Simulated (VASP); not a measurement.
# Sr3Be2O8 (P1) in VASP: single point with r2SCAN

Aim: the single point of Sr3Be2O8 with r2SCAN.

All numbers are computed with VASP 6.6.1; they aren't measurements. Logs are shortened: lines on timing, memory, paths and dates and some standing lists are left out, and cuts for length are marked.

## Step 1: The cell of the first run

The typed cell holds 13 atoms: a = 5.503 Å, b = 5.450 Å, c = 7.433 Å, α = 112.39°, β = 113.23°, γ = 60.06°.

## Step 2: Single point, r2SCAN

File POSCAR:

```
Sr3Be2O8
1.0
    2.7668798800      4.7560222700     -0.0791369300
   -2.7146616700      4.7258750600     -0.0405234700
   -0.0641986800     -3.2443544200      6.6876696100
Sr Be O
3 2 8
Direct
    0.0162810000      0.9864780000      0.0179530000
    0.2090680000      0.2334930000      0.6043820000
    0.8001610000      0.8068860000      0.3858500000
    0.3764470000      0.3934280000      0.2044730000
    0.5968160000      0.5890760000      0.7855350000
    0.3108490000      0.3358190000      0.9778310000
    0.6915480000      0.6631210000      0.0123980000
    0.7580860000      0.1996610000      0.6683460000
    0.7367020000      0.7330950000      0.7007610000
    0.2430370000      0.7401400000      0.6938640000
    0.2676380000      0.7623480000      0.3268480000
    0.7872000000      0.2482490000      0.3170810000
    0.2445210000      0.3204000000      0.3391750000
```

File INCAR.step1:

```
SYSTEM = Sr3Be2O8
PREC = Accurate ; ENCUT = 520
ISMEAR = -5 ; SIGMA = 0.1
LREAL = .FALSE. ; LASPH = .TRUE.
NELM = 100 ; NBANDS = 53
GGA = PE ; ALGO = Normal
EDIFF = 1E-4 ; LWAVE = .TRUE.
LCHARG = .FALSE.
```

File INCAR.step2:

```
SYSTEM = Sr3Be2O8
PREC = Accurate ; ENCUT = 520
EDIFF = 1E-6 ; ISMEAR = -5
SIGMA = 0.1 ; LREAL = .FALSE.
LASPH = .TRUE. ; NELM = 100
ALGO = Normal ; ISIF = 2
LWAVE = .FALSE. ; LCHARG = .FALSE.
METAGGA = R2SCAN ; LMIXTAU = .TRUE.
NBANDS = 53 ; ISTART = 1
```

File KPOINTS:

```
regular mesh
0
G
  4 4 3
  0 0 0
```

Potentials or basis: VASP PAW PBE potentials, release 64 (Sr_sv, Be, O).

Run with:

```sh
> cat potpaw_PBE.64/Sr_sv/POTCAR potpaw_PBE.64/Be/POTCAR potpaw_PBE.64/O/POTCAR > POTCAR
> cp INCAR.step1 INCAR
> mpirun -np 1 vasp_std > vasp.out
> cp INCAR.step2 INCAR
> mpirun -np 1 vasp_std > vasp.out
```

OUTCAR:

```text
SYSTEM = Sr3Be2O8
   PREC = Accurate
   ENCUT = 520
   EDIFF = 1E-6
   ISMEAR = -5
   LREAL = .FALSE.
   LASPH = .TRUE.
   NELM = 100
   ISIF = 2
   METAGGA = R2SCAN
   ISTART = 1

 ion  position               nearest neighbor table
   1  0.016  0.986  0.018-  12 2.56   9 2.57  11 2.57  13 2.68  10 2.72   8 2.80   6 3.02   7 3.05
                             6 3.20   7 3.21   7 3.23   4 3.26   6 3.31   4 3.34   5 3.46   5 3.53
   2  0.209  0.233  0.604-  13 2.29  12 2.45   6 2.50  11 2.57  10 2.67   9 2.76   8 2.79   8 2.81
                             9 2.89  10 2.91   5 3.16   3 3.38   5 3.46   3 3.52   5 3.54   3 3.55
   3  0.800  0.807  0.386-   8 2.35   7 2.49  13 2.57  10 2.58  12 2.61  11 2.66   9 2.70  11 2.91
                            12 2.92  13 2.94   4 3.29   4 3.30   2 3.38   2 3.52   2 3.55   4 3.58
   4  0.376  0.393  0.204-   6 1.52  13 1.69  11 1.75  12 1.91   1 3.26   3 3.29   3 3.30   1 3.34
                             3 3.58   1 3.60
   5  0.597  0.589  0.786-   7 1.51  10 1.65   9 1.72   8 1.84   2 3.16   2 3.46   1 3.46   1 3.53
                             2 3.54   1 3.56
   6  0.311  0.336  0.978-   4 1.52   2 2.50   1 3.02   1 3.20   1 3.31
   7  0.692  0.663  0.012-   5 1.51   3 2.49   1 3.05   1 3.21   1 3.23
   8  0.758  0.200  0.668-   5 1.84   3 2.35   2 2.79   1 2.80   2 2.81
   9  0.737  0.733  0.701-   5 1.72   1 2.57   3 2.70   2 2.76   2 2.89
  10  0.243  0.740  0.694-   5 1.65   3 2.58   2 2.67   1 2.72   2 2.91
  11  0.268  0.762  0.327-   4 1.75   2 2.57   1 2.57   3 2.66   3 2.91
  12  0.787  0.248  0.317-   4 1.91   2 2.45   1 2.56   3 2.61   3 2.92
  13  0.245  0.320  0.339-   4 1.69   2 2.29   3 2.57   1 2.68   3 2.94

  LATTYP: Found a triclinic cell.
 ALAT       =     5.4502224924
 B/A-ratio  =     1.6619349649
 C/A-ratio  =     1.0057865448
 COS(alpha) =     0.0026431361
 COS(beta)  =     0.4932418159
 COS(gamma) =     0.5923759910

  Lattice vectors:

 A1 = (   2.7146616700,  -4.7258750600,   0.0405234700)
 A2 = (   0.0119804700,  -6.2375429100,  -6.5680092100)
 A3 = (   5.4815415500,   0.0301472100,  -0.0386134600)

Analysis of symmetry for initial positions (statically):
=====================================================================
 Subroutine PRICEL returns:
 Original cell was already a primitive cell.

 Routine SETGRP: Setting up the symmetry group for a
 triclinic supercell.

 Subroutine GETGRP returns: Found  1 space group operations
 (whereof  1 operations were pure point group operations)
 out of a pool of  2 trial point group operations.

The static configuration has the point symmetry C_1 .

Analysis of symmetry for dynamics (positions and initial velocities):
=====================================================================
 Subroutine PRICEL returns:
 Original cell was already a primitive cell.

 Routine SETGRP: Setting up the symmetry group for a
 triclinic supercell.

 Subroutine GETGRP returns: Found  1 space group operations
 (whereof  1 operations were pure point group operations)
 out of a pool of  2 trial point group operations.

The dynamic configuration has the point symmetry C_1 .

 Subroutine INISYM returns: Found  1 space group operations
 (whereof  1 operations are pure point group operations),
 and found     1 'primitive' translations

----------------------------------------------------------------------------------------

                                     Primitive cell

  volume of cell :     172.7195

  direct lattice vectors                    reciprocal lattice vectors
     2.766879880  4.756022270 -0.079136930     0.182223839  0.105126272  0.052748631
    -2.714661670  4.725875060 -0.040523470    -0.182665820  0.107103675  0.050205138
    -0.064198680 -3.244354420  6.687669610     0.001049451  0.001892974  0.150457321

  length of vectors
     5.502875135  5.450222492  7.433362758     0.216885865  0.217620208  0.150472888

  position of ions in fractional coordinates (direct lattice)
     0.016281000  0.986478000  0.017953000
     0.209068000  0.233493000  0.604382000
     0.800161000  0.806886000  0.385850000
     0.376447000  0.393428000  0.204473000
     0.596816000  0.589076000  0.785535000
     0.310849000  0.335819000  0.977831000
     0.691548000  0.663121000  0.012398000
     0.758086000  0.199661000  0.668346000
     0.736702000  0.733095000  0.700761000
     0.243037000  0.740140000  0.693864000
     0.267638000  0.762348000  0.326848000
     0.787200000  0.248249000  0.317081000
     0.244521000  0.320400000  0.339175000

  ion indices of the primitive-cell ions
   primitive index   ion index
                 1           1
                 2           2
                 3           3
                 4           4
                 5           5
                 6           6
                 7           7
                 8           8
                 9           9
                10          10
                11          11
                12          12
                13          13

----------------------------------------------------------------------------------------

 KPOINTS: regular mesh

Automatic generation of k-mesh.
 Grid dimensions read from file:
 generate k-points for:    4    4    3

 Generating k-lattice:

  Cartesian coordinates                     Fractional coordinates (reciprocal lattice)
     0.045555960  0.026281568  0.013187158     0.250000000 -0.000000000  0.000000000
    -0.045666455  0.026775919  0.012551285    -0.000000000  0.250000000  0.000000000
     0.000349817  0.000630991  0.050152440    -0.000000000 -0.000000000  0.333333333

  Length of vectors
     0.054221466  0.054405052  0.050157629

  Shift w.r.t. Gamma in fractional coordinates (k-lattice)
     0.000000000  0.000000000  0.000000000

 TETIRR: Found    144 inequivalent tetrahedra from      288

 Subroutine IBZKPT returns following result:
 ===========================================

 Found     26 irreducible k-points:

 Following reciprocal coordinates:
            Coordinates               Weight
  0.000000  0.000000  0.000000      1.000000
  0.250000  0.000000  0.000000      2.000000
  0.500000  0.000000  0.000000      1.000000
  0.000000  0.250000  0.000000      2.000000
  0.250000  0.250000  0.000000      2.000000
  0.500000  0.250000  0.000000      2.000000
[... 16 lines left out ...]
  0.000000 -0.250000  0.333333      2.000000
  0.250000 -0.250000  0.333333      2.000000
 [... further k-points ...]
   k-points           NKPTS =     26   k-points in BZ     NKDIM =     26   number of bands    NBANDS=     53
   number of dos      NEDOS =    301   number of ions     NIONS =     13
   total plane-waves  NPLWV =  98784
   dimension x,y,z NGX =    42 NGY =   42 NGZ =   56
   dimension x,y,z NGXF=    84 NGYF=   84 NGZF=  112
   ions per type =               3   2   8
   NGX,Y,Z   is equivalent  to a cutoff of  12.69, 12.81, 12.52 a.u.
   NGXF,Y,Z  is equivalent  to a cutoff of  25.38, 25.62, 25.05 a.u.
 SYSTEM =  Sr3Be2O8
   PREC   = accura    normal or accurate (medium, high low for compatibility)
   ISTART =      1    job   : 0-new  1-cont  2-samecut
   ICHARG =      0    charge: 1-file 2-atom 10-const
   ISPIN  =      1    spin polarized calculation?
   LNONCOLLINEAR =      F non collinear calculations
   LSORBIT =      F    spin-orbit coupling
   LASPH  =      T    aspherical Exc in radial PAW
   ENCUT  =  520.0 eV  38.22 Ry    6.18 a.u.  10.23 10.13 13.82*2*pi/ulx,y,z
   NELM   =    100;   NELMIN=  2; NELMDL=  0     # of ELM steps
   EDIFF  = 0.1E-05   stopping-criterion for ELM
   LREAL  =      F    real-space projection
   EDIFFG = 0.1E-04   stopping-criterion for IOM
   NSW    =      0    number of steps for IOM
   IBRION =     -1    ionic relax: 0-MD 1-quasi-New 2-CG
   NFREE  =      0    steps in history (QN), initial steepest desc. (CG)
   ISIF   =      2    stress and relaxation
   ISYM   =      2    0-nonsym 1-usesym 2-fastsym
   POTIM  = 0.5000    time-step for ionic-motion
   TEBEG  =    0.0;   TEEND  =   0.0 temperature during run
   PSTRESS=    0.0 pullay stress
   NELECT =      82.0000    total number of electrons
   NUPDOWN=      -1.0000    fix difference up-down
   EMIN   =  10.00;   EMAX   =-10.00  energy-range for DOS
   EFERMI =   0.00;   METHOD = LEGACY
   ISMEAR =    -5;   SIGMA  =   0.10  broadening in eV -4-tet -1-fermi 0-gaus
   EFERMI_NEDOS =   21; number of points for ismear=-14 and -15
   IALGO  =     38    algorithm
   IMIX   =      4    mixing-type and parameters
     AMIX     =   0.40;   BMIX     =  1.00
     AMIX_MAG =   1.60;   BMIX_MAG =  1.00
  volume/ion in A,a.u.               =      13.29        89.66
  Fermi-wavevector in a.u.,A,eV,Ry     =   1.277122  2.413410 22.191644  1.631040
  Thomas-Fermi vector in A             =   2.409739
   LORBIT       =      0    0 simple, 1 ext, 2 COOP (PROOUT), +10 PAW based schemes
   METAGGA = R2SCAN    functional components
   LHFCALC =     F    Hartree Fock is set to
   AEXX    =    0.0000 exact exchange contribution
   IVDW    =     0    specifies the selected vdW correction
   LEPSILON=     F    determine dielectric tensor
   LRPA    =     F    only Hartree local field effects (RPA)
 non-spin polarized calculation
 Fermi weights with tetrahedron method with Bloechl corrections
  energy-cutoff  :      520.00
  volume of cell :      172.72
 maximum number of plane-waves:      4680
 NGX is ok and might be reduce to    42
   NGX = 21   NGY = 21   NGZ = 27

 number of electron      81.9999993 magnetization

 Free energy of the ion-electron system (eV)
  ---------------------------------------------------
  ext. energy  EPLUGINS =         0.00000000
  ---------------------------------------------------
  free energy    TOTEN  =      -123.32728853 eV

  energy without entropy =     -123.32728853  energy(sigma->0) =     -123.32728853

 E-fermi :   0.1882     XC(G=0): -10.4797

 val. band max:        0.2463919696   @ k =   0.0000   0.0000   0.3333
 cond. band min:       0.1924952029   @ k =  -0.2500   0.2500  -0.0000
 fundamental gap:     -0.0538967668
 Fermi energy:         0.1882178566

 k-point     1 :       0.0000    0.0000    0.0000
  band No.  band energies     occupation
      1     -33.1956      2.00000
      2     -32.4071      2.00000
      3     -32.1923      2.00000
      4     -17.6764      2.00000
      5     -17.4962      2.00000
      6     -16.9757      2.00000
[... 45 lines left out ...]
     52       9.7611      0.00000
     53      10.1918      0.00000

 k-point     2 :       0.2500    0.0000    0.0000
  band No.  band energies     occupation
      1     -33.1952      2.00000
      2     -32.4003      2.00000
      3     -32.1983      2.00000
      4     -17.7036      2.00000
      5     -17.4430      2.00000
      6     -17.0134      2.00000
[... 45 lines left out ...]
     52       9.9399      0.00000
     53      10.1402      0.00000

 k-point     3 :       0.5000    0.0000    0.0000
  band No.  band energies     occupation
      1     -33.1948      2.00000
      2     -32.3931      2.00000
      3     -32.2047      2.00000
      4     -17.7461      2.00000
      5     -17.2771      2.00000
      6     -17.1894      2.00000
[... 45 lines left out ...]
     52      10.1102      0.00000
     53      10.2329      0.00000
[... 1065 lines left out ...]
 k-point    23 :       0.0000   -0.2500    0.3333
  band No.  band energies     occupation
      1     -33.1951      2.00000
      2     -32.3990      2.00000
      3     -32.1997      2.00000
      4     -17.7071      2.00000
      5     -17.5139      2.00000
      6     -17.0146      2.00000
[... 45 lines left out ...]
     52       9.9032      0.00000
     53      10.2337      0.00000

 k-point    24 :       0.2500   -0.2500    0.3333
  band No.  band energies     occupation
      1     -33.1947      2.00000
      2     -32.3916      2.00000
      3     -32.2063      2.00000
      4     -17.7189      2.00000
      5     -17.4084      2.00000
      6     -17.1875      2.00000
[... 45 lines left out ...]
     52      10.0420      0.00000
     53      10.1663      0.00000

 [... further k-points ...]
[... 5 lines left out ...]
  --------------------------------------------------------------------------------------
  -------------------------------------------------------------------------------------
  Total       -8.9555488     -7.4728866      1.8752093     -0.7646756      0.3224186      0.5930135
  in kB      -83.0732691    -69.3198304     17.3947763     -7.0932677      2.9908121      5.5008994
  external PRESSURE =     -44.9994410 kB  Pullay stress =       0.0000000 kB

 VOLUME and BASIS-vectors are now :
 -----------------------------------------------------------------------------
  energy-cutoff  :      520.00
  volume of cell :      172.72
      direct lattice vectors                 reciprocal lattice vectors
     2.766879880  4.756022270 -0.079136930     0.182223839  0.105126272  0.052748631
    -2.714661670  4.725875060 -0.040523470    -0.182665820  0.107103675  0.050205138
    -0.064198680 -3.244354420  6.687669610     0.001049451  0.001892974  0.150457321

 POSITION                                       TOTAL-FORCE (eV/Angst)
 -----------------------------------------------------------------------------------
     -2.63406      4.68116      0.07880        -0.169195      0.064194     -0.723769
     -0.09419      0.13696      4.01590         0.508547     -1.253743      1.737621
     -0.00124      6.36699      2.48442         0.340229     -0.471425     -0.502760
     -0.03957      2.98630      1.32171        -0.263387      0.507958      1.694946
      0.00175      3.07382      5.18230         0.307409      0.578249     -1.260868
     -0.11433     -0.10699      6.50120        -0.066145     -0.021717      0.262214
      0.11249      6.38262      0.00131         0.112750     -0.160670      0.534817
      1.51261      2.38070      4.40159        -1.921165      0.650610      1.032871
      0.00327      4.69477      4.59845         0.020507     -0.658352      0.095545
     -1.38132      2.40256      4.59111         0.886911      0.098056      0.247560
     -1.34998      3.81524      2.13378         0.854923     -0.080418     -0.402986
      1.48382      3.88841      2.04818        -1.337149     -0.732182     -0.821644
     -0.21499      1.57671      2.23596         0.725764      1.479442     -1.893548
 -----------------------------------------------------------------------------------
    total drift:                               -0.000626     -0.000389     -0.002070

  FREE ENERGIE OF THE ION-ELECTRON SYSTEM (eV)
  ---------------------------------------------------
  free  energy   TOTEN  =      -123.3272885325 eV

  energy  without entropy=     -123.3272885325  energy(sigma->0) =     -123.32728853
```

Run time: 27 min. Hardware: 1 thread of Intel Xeon Platinum 8259CL at 2.50GHz (Skylake/Cascade Lake), shared host; peak memory 0.45 GiB.

What came out:

| Property | Result |
| --- | --- |
| Free energy | -123.3273 eV |
| Pressure | -4.5 GPa |
| Largest force | 2.510 eV/Å |
| Band gap on the k mesh | zero (bands 41 and 42 overlap by 0.29 eV) |

Forces in eV/Å, atoms in the order of the input:
```
Sr  -0.169  0.064 -0.724
Sr   0.509 -1.254  1.738
Sr   0.340 -0.471 -0.503
Be  -0.263  0.508  1.695
Be   0.307  0.578 -1.261
O   -0.066 -0.022  0.262
O    0.113 -0.161  0.535
O   -1.921  0.651  1.033
O    0.021 -0.658  0.096
O    0.887  0.098  0.248
O    0.855 -0.080 -0.403
O   -1.337 -0.732 -0.822
O    0.726  1.479 -1.894
```

Caveat: the stress differs along the axes, from -8 to 2 GPa; semilocal functionals underestimate gaps, and a narrow one can read as zero; the PAW data sets were made with another functional, which shifts forces and pressure a little; tetrahedron occupations give inexact forces and stress in metals.
